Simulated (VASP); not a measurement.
A run of VASP 6.6.1 is set up as follows.

The input POSCAR:

```
ZnO
1.0
    3.2419811878      0.0000000000      0.0000000000
   -1.6209905939      2.8076380673      0.0000000000
    0.0000000000      0.0000000000      5.2276401338
Zn O
2 2
Direct
    0.3333333333      0.6666666667      0.0014489149
    0.6666666667      0.3333333333      0.5014489149
    0.3333333333      0.6666666667      0.3806510851
    0.6666666667      0.3333333333      0.8806510851
```

File INCAR.step1:

```
PREC = Accurate
ENCUT = 1000
EDIFF = 1E-5
ISMEAR = 0
SIGMA = 0.05
LREAL = F
LASPH = T
NELM = 120
ALGO = Normal
ISIF = 2
LWAVE = T
LCHARG = F
GGA = PE
NBANDS = 26
GGA_COMPAT = F
```

INCAR.step2

```
PREC = Accurate
ENCUT = 1000
EDIFF = 1E-6
ISMEAR = 0
SIGMA = 0.05
LREAL = F
LASPH = T
NELM = 120
ALGO = Normal
ISIF = 2
LWAVE = F
LCHARG = F
GGA = PE
LHFCALC = T
AEXX = 0.5
PRECFOCK = Normal
ISTART = 1
NBANDS = 26
GGA_COMPAT = F
```

KPOINTS

```
regular mesh
0
Gamma
  4 4 4
```

Potentials or basis: VASP PAW PBE potentials, release 64 (Zn, O_h).

Run with:

```sh
$ cat potpaw_PBE.64/Zn/POTCAR potpaw_PBE.64/O_h/POTCAR > POTCAR
$ cp INCAR.step1 INCAR
$ mpirun -np 1 vasp_std > vasp.out
$ cp INCAR.step2 INCAR
$ mpirun -np 1 vasp_std > vasp.out
```

Predict the pressure.

-2.6 GPa.

Estimate the band gap on the k mesh.

5.79 eV.

What does it give for the largest force?

0.020 eV/Å.

Forces on the atoms (eV/Å):
```
Zn   0.000  0.000 -0.020
Zn   0.000  0.000 -0.020
O    0.000  0.000  0.020
O    0.000  0.000  0.020
```

Caveat: the k points lie up to 0.56 Å⁻¹ apart; the PAW data sets were made with another functional, which shifts forces and pressure a little.
